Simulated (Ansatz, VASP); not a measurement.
**KF in VASP and in Ansatz**

File INCAR:

```
SYSTEM = KF
ALGO = Normal
EDIFF = 1E-6
ENCUT = 520
GGA = PE
ISIF = 2
ISMEAR = 0
LASPH = .TRUE.
LCHARG = .FALSE.
LREAL = .FALSE.
LWAVE = .FALSE.
NBANDS = 15
NELM = 60
PREC = Accurate
SIGMA = 0.05
```

Contents of KPOINTS:

```
k-points
0
G
  8 8 8
  0 0 0
```

Contents of POSCAR:

```
KF
1.0
    0.0588979706      2.7689272945      2.7689272945
    2.7689272945      0.0588979706      2.7689272945
    2.7689272945      2.7689272945      0.0588979706
K F
1 1
Direct
    0.0000000000      0.0000000000      0.0000000000
    0.5000000000      0.5000000000      0.5000000000
```

Input for Ansatz:

```yaml
crystal:
  lattice:
    - [0.0588979706, 2.7689272945, 2.7689272945]
    - [2.7689272945, 0.0588979706, 2.7689272945]
    - [2.7689272945, 2.7689272945, 0.0588979706]
  atoms:
    - { symbol: K, position: [0.0, 0.0, 0.0] }
    - { symbol: F, position: [0.5, 0.5, 0.5] }
basis:
  ecutwfc: 520.0
kpoints:
  mp_grid: { grid: [8, 8, 8] }
hamiltonian:
  xc: pbe
scf:
  occupations: { method: gaussian, width: 0.05 }
output:
  forces: true
  stress: true
  eigenvalues: true
```

Alike in both runs: task single point; functional PBE; k mesh 8 × 8 × 8; occupations gaussian, width 0.05 eV; no spin polarisation.

|  | VASP | Ansatz |
| --- | --- | --- |
| version | VASP 6.6.1 | Ansatz 0.2.0 |
| potentials or method | VASP PAW PBE potentials, release 64 (K_sv, F), cutoff 520 eV | scalar-relativistic, plane waves, PAW |
| valence electrons in the cell | 16 | 16 |

|  | VASP | Ansatz | Ansatz less VASP |
| --- | --- | --- | --- |
| gap on the k mesh at the Fermi level (eV) | 5.77 | 5.79 | +0.014 |
| least direct gap on the mesh (eV) | 5.77 | 5.79 | +0.014 |
| pressure (GPa) | -0.9 | -0.9 | +0.01 |
| traceless stress, the component that is largest in VASP (GPa) | -0.31 | -0.31 | -0.003 |

With one functional, cell and mesh, what is left measures potentials, basis and numerics.
